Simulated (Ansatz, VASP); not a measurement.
## Two plane-wave programs on CoSi2

```
Co Si
1.0
     0.00000    2.72616    2.72616
     2.72616    0.00000    2.72616
     2.72616    2.72616    0.00000
Co Si
1 2
Direct
  0.00000 0.00000 0.00000
  0.25000 0.25000 0.25000
  0.75000 0.75000 0.75000
```

Alike in both runs: task single point; functional revPBE; k mesh 8 × 8 × 8; occupations gaussian, width 0.05 eV; collinear spin.

|  | VASP | Ansatz |
| --- | --- | --- |
| version | VASP 6.6.1 | Ansatz 0.2.0 |
| potentials or method | VASP PAW PBE potentials, release 64 (Co, Si), cutoff 520 eV | scalar-relativistic, plane waves, PAW |
| valence electrons in the cell | 17 | 25 |

```csv
,VASP,Ansatz,Ansatz less VASP
gap on the k mesh at the Fermi level (eV),none,none,-
pressure (GPa),-6.6,-6.2,+0.33
net moment per atom (μB),0.00,0.00,0.000
```

VASP's potentials were made for PBE, not for revPBE. A gap of «none» marks a metal or a gap that the smearing closes. With one functional, cell and mesh, what is left measures potentials, basis and numerics. VASP's potentials hold 17 valence electrons a cell and Ansatz's 25, so a difference there can come from the potentials and not from the codes. Ansatz's warnings: seeded moment not kept.
